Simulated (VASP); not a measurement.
# Sn (P6_3/mmc) in VASP: notebook, part 2 of 2

VASP 6.6.1.

## Step 4: Single point, PBE (volume scaled by 0.96)

File INCAR:

```
PREC = Accurate ; ENCUT = 500
EDIFF = 1E-6 ; ISMEAR = -1
SIGMA = 0.1 ; LREAL = F
LASPH = T ; NELM = 120
ALGO = Normal ; ISIF = 2
LWAVE = F ; LCHARG = T
GGA = PE ; LELF = T
LVHAR = T ; NBANDS = 36
GGA_COMPAT = F
```

File KPOINTS:

```
Automatic mesh
0
Gamma
  12 12 4
```

File POSCAR:

```
Sn
1.0
    3.3436171193      0.0000000000      0.0000000000
   -1.6718085597      2.8956573659      0.0000000000
    0.0000000000      0.0000000000     11.0469330181
Sn
4
Direct
    0.0000000000      1.0000000000      0.0000000000
    0.0000000000      1.0000000000      0.5000000000
    0.3333333333      0.6666666667      0.2500000000
    0.6666666667      0.3333333333      0.7500000000
```

Potentials or basis: VASP PAW PBE potentials, release 64 (Sn_d).

Launch:

```console
> cat potpaw_PBE.64/Sn_d/POTCAR > POTCAR
> mpirun -np 1 vasp_std > vasp.out
```

OUTCAR:

```text
PREC = Accurate
   ENCUT = 500
   EDIFF = 1E-6
   ISMEAR = -1
   LREAL = F
   LASPH = T
   NELM = 120
   ISIF = 2
   GGA = PE

 ion  position               nearest neighbor table
   1  0.000  0.000  0.000-   3 3.37   4 3.37   4 3.37   3 3.37   4 3.37   3 3.37
   2  0.000  0.000  0.500-   3 3.37   4 3.37   4 3.37   3 3.37   4 3.37   3 3.37
   3  0.333  0.667  0.250-   1 3.37   2 3.37   1 3.37   2 3.37   1 3.37   2 3.37
   4  0.667  0.333  0.750-   1 3.37   2 3.37   1 3.37   2 3.37   1 3.37   2 3.37

  LATTYP: Found a hexagonal cell.
 ALAT       =     3.3436171193
 C/A-ratio  =     3.3038869655

  Lattice vectors:

 A1 = (   3.3436171193,   0.0000000000,   0.0000000000)
 A2 = (  -1.6718085597,   2.8956573659,   0.0000000000)
 A3 = (   0.0000000000,   0.0000000000,  11.0469330181)

Analysis of symmetry for initial positions (statically):
=====================================================================
 Subroutine PRICEL returns:
 Original cell was already a primitive cell.

 Routine SETGRP: Setting up the symmetry group for a
 hexagonal supercell.

 Subroutine GETGRP returns: Found 24 space group operations
[... 165 lines left out ...]
  ---------------------------------------------------
  free energy    TOTEN  =       -15.12255588 eV

  energy without entropy =      -15.03763370  energy(sigma->0) =      -15.08009479

 E-fermi :   8.3093     XC(G=0): -10.4421

 val. band max:        8.3025377880   @ k =   0.3333   0.0833   0.2500
 cond. band min:       8.3124765746   @ k =   0.4167   0.1667   0.0000
 fundamental gap:      0.0099387866
 Fermi energy:         8.3093475173

 k-point     1 :       0.0000    0.0000    0.0000
  band No.  band energies     occupation
      1     -13.2481      2.00000
      2     -13.2463      2.00000
      3     -13.2372      2.00000
      4     -13.2372      2.00000
      5     -13.2318      2.00000
      6     -13.2314      2.00000
[... 925 lines left out ...]
     35      13.1250      0.00000
     36      14.5321      0.00000

 [... further k-points ...]
[... 5 lines left out ...]
  --------------------------------------------------------------------------------------
  -------------------------------------------------------------------------------------
  Total        1.5587050      1.5587050      1.3900934     -0.0000000      0.0000000      0.0000000
  in kB       23.3490432     23.3490432     20.8232798     -0.0000000      0.0000000      0.0000000
  external PRESSURE =      22.5071221 kB  Pullay stress =       0.0000000 kB

 VOLUME and BASIS-vectors are now :
 -----------------------------------------------------------------------------
  energy-cutoff  :      500.00
  volume of cell :      106.96
      direct lattice vectors                 reciprocal lattice vectors
     3.343617119  0.000000000  0.000000000     0.299077306  0.172672363  0.000000000
    -1.671808560  2.895657366  0.000000000     0.000000000  0.345344726  0.000000000
     0.000000000  0.000000000 11.046933018     0.000000000  0.000000000  0.090522863

 POSITION                                       TOTAL-FORCE (eV/Angst)
 -----------------------------------------------------------------------------------
      0.00000      0.00000      0.00000         0.000000      0.000000     -0.000000
      0.00000      0.00000      5.52347         0.000000      0.000000     -0.000000
     -0.00000      1.93044      2.76173        -0.000000     -0.000000     -0.000000
      1.67181      0.96522      8.28520         0.000000      0.000000      0.000000
 -----------------------------------------------------------------------------------
    total drift:                               -0.000000      0.000000      0.000000

  FREE ENERGIE OF THE ION-ELECTRON SYSTEM (eV)
  ---------------------------------------------------
  free  energy   TOTEN  =       -15.1225558828 eV

  energy  without entropy=      -15.0376336976  energy(sigma->0) =      -15.08009479
```

OSZICAR:

```text
N       E                     dE             d eps       ncg     rms          rms(c)
DAV:   1     0.546124915376E+03    0.54612E+03   -0.27532E+04  4152   0.242E+03
DAV:   2     0.587986721007E+02   -0.48733E+03   -0.48004E+03  4112   0.580E+02
DAV:   3    -0.115868863901E+02   -0.70386E+02   -0.69135E+02  4616   0.192E+02
DAV:   4    -0.150575877205E+02   -0.34707E+01   -0.34397E+01  4780   0.455E+01
DAV:   5    -0.151747871846E+02   -0.11720E+00   -0.11714E+00  5736   0.811E+00    0.270E+00
DAV:   6    -0.151366003497E+02    0.38187E-01   -0.70453E-02  5292   0.276E+00    0.145E+00
DAV:   7    -0.151230604345E+02    0.13540E-01   -0.35231E-02  5288   0.195E+00    0.197E-01
DAV:   8    -0.151225159589E+02    0.54448E-03   -0.27501E-03  4660   0.774E-01    0.393E-02
DAV:   9    -0.151225550993E+02   -0.39140E-04   -0.42311E-04  4896   0.329E-01    0.134E-02
DAV:  10    -0.151225560387E+02   -0.93943E-06   -0.56312E-05  6144   0.106E-01    0.482E-03
DAV:  11    -0.151225547729E+02    0.12658E-05   -0.53684E-06  3772   0.383E-02    0.149E-03
DAV:  12    -0.151225559041E+02   -0.11312E-05   -0.72084E-07  2248   0.127E-02    0.817E-04
DAV:  13    -0.151225558828E+02    0.21323E-07   -0.43098E-07  2216   0.547E-03
   1 F= -.15122556E+02 E0= -.15080095E+02  d E =-.849222E-01
```

stdout:

```text
POSCAR found type information on POSCAR Sn
 POSCAR found :  1 types and       4 ions
 scaLAPACK will be used
 LDA part: xc-table for (Slater+PW92), standard interpolation
 POSCAR, INCAR and KPOINTS ok, starting setup
 FFT: planning ... GRIDC
 FFT: planning ... GRID_SOFT
 FFT: planning ... GRID
 WAVECAR not read
 entering main loop
```

Run time: 98 s. Hardware: 1 thread of AMD EPYC 9R45 (Zen 5), shared host; peak memory 0.26 GiB.

Results:

- Free energy: -15.1226 eV
- Pressure: 2.3 GPa
- Band gap on the k mesh: zero (band 28 reaches 14.38 eV, above the bottom of band 29 at 5.78 eV)

Stress tensor (GPa, compression positive):
```
2.33 0.00 0.00
0.00 2.33 0.00
0.00 0.00 2.08
```

Caveat: the cell differs from its parent crystal (volume scaled by 0.96); spin-orbit coupling is left out, which moves the levels of the heavy elements.

## Step 5: Single point, PBE

This run uses another cell than the first one, of 27.85 Å³/atom, 1.136 times its volume.

File INCAR:

```
ALGO = Normal ; EDIFF = 1E-6
ENCUT = 500 ; GGA = PE
GGA_COMPAT = F ; ISIF = 2
ISMEAR = -1 ; LASPH = T
LCHARG = F ; LREAL = F
LWAVE = F ; NBANDS = 36
NELM = 120 ; PREC = Accurate
SIGMA = 0.1
```

File KPOINTS:

```
k-points
0
Gamma
  12 12 4
```

File POSCAR:

```
Sn
1.0
    3.3894257859      0.0000000000      0.0000000000
   -1.6947128930      2.9353288349      0.0000000000
    0.0000000000      0.0000000000     11.1982796746
Sn
4
Direct
    0.0000000000      1.0000000000      0.0000000000
    0.0000000000      1.0000000000      0.5000000000
    0.3333333333      0.6666666667      0.2500000000
    0.6666666667      0.3333333333      0.7500000000
```

Launch:

```console
> cat potpaw_PBE.64/Sn_d/POTCAR > POTCAR
> mpirun -np 1 vasp_std > vasp.out
```

Run time: 2 min. Hardware: 1 thread of AMD EPYC 9R45 (Zen 5), shared host; peak memory 0.29 GiB.

The run converged. Its results:

| Property | Result |
| --- | --- |
| Free energy | -15.1565 eV |
| Pressure | 0.2 GPa |
| Band gap on the k mesh | zero (band 28 reaches 13.64 eV, above the bottom of band 29 at 5.42 eV) |

Stress tensor (GPa, compression positive):
```
0.21 0.00 0.00
0.00 0.21 0.00
0.00 0.00 0.03
```

Levels at points of the mesh, in eV from the Fermi level:
```
           k point  band 24  band 25  band 26  band 27  band 28  band 29  band 30  band 31  band 32  band 33
(0.00, 0.00, 0.00)    -6.84    -4.50     0.82     0.83     5.77     5.77     6.49     6.49     6.60     6.60
(0.50, 0.00, 0.00)    -5.31    -4.27    -3.98    -2.09    -1.71    -0.29     0.53     2.15     3.44     3.45
(0.00, 0.00, 0.50)    -8.20    -2.52    -2.52     4.65     4.65     5.99     5.99     5.99     5.99     7.20
(0.50, 0.00, 0.50)    -5.76    -3.44    -3.44    -2.90    -2.90     1.32     1.32     2.49     2.49     2.73
```

Caveat: spin-orbit coupling is left out, which moves the levels of the heavy elements.

## Step 6: The runs side by side

| cell | gap on the mesh (eV) | pressure (GPa) |
| --- | --- | --- |
| a = 3.248, b = 3.248, c = 10.731 Å, angles 90.0, 90.0, 120.0°, 4 atoms | none | 8.3 |
| a = 3.297, b = 3.297, c = 10.891 Å, angles 90.0, 90.0, 120.0°, 4 atoms | none | 4.9 |
| a = 3.344, b = 3.344, c = 11.047 Å, angles 90.0, 90.0, 120.0°, 4 atoms | none | 2.3 |
| a = 3.389, b = 3.389, c = 11.198 Å, angles 90.0, 90.0, 120.0°, 4 atoms | none | 0.2 |

Alike in all rows: task single point; level PBE; potentials or basis VASP PAW PBE potentials, release 64 (Sn_d); no spin polarisation; k mesh 12 × 12 × 4; cutoff (eV) 500; smearing fermi-dirac 0.1 eV.

Caveats: spin-orbit coupling is left out, which moves the levels of the heavy elements.

Total energies depend on the potentials used, so only differences within one code and one set of settings carry meaning.
